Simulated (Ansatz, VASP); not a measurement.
One calculation of WS2, two programs

```
W S
1.0
     3.18778    0.00000    0.00000
    -1.59389    2.76069    0.00000
     0.00000    0.00000   14.87124
W S
2 4
Direct
  0.33333 0.66667 0.25000
  0.66667 0.33333 0.75000
  0.33333 0.66667 0.64435
  0.66667 0.33333 0.14435
  0.33333 0.66667 0.85565
  0.66667 0.33333 0.35565
```

Alike in both runs: functional PBE; k mesh 12 × 12 × 2; occupations gaussian, width 0.02 eV; no spin polarisation.

Ansatz relaxed the structure, and its values are those at the end. VASP's run is a single point on that final structure, the one shown.

```csv
,VASP,Ansatz
version,VASP 6.6.1,Ansatz 0.2.0
potentials or method,"VASP PAW PBE potentials, release 64 (W_sv, S), cutoff 520 eV","scalar-relativistic, plane waves, PAW"
valence electrons in the cell,52,52
```

|  | VASP | Ansatz | Ansatz less VASP |
| --- | --- | --- | --- |
| gap on the k mesh at the Fermi level (eV) | 1.64 | 1.63 | -0.014 |
| least direct gap on the mesh (eV) | 1.80 | 1.80 | -0.003 |
| pressure (GPa) | 0.0 | 0.0 | +0.04 |

The functional is the same, so the differences come from potentials, cutoffs and numerics.

Neither program's run includes spin-orbit coupling.
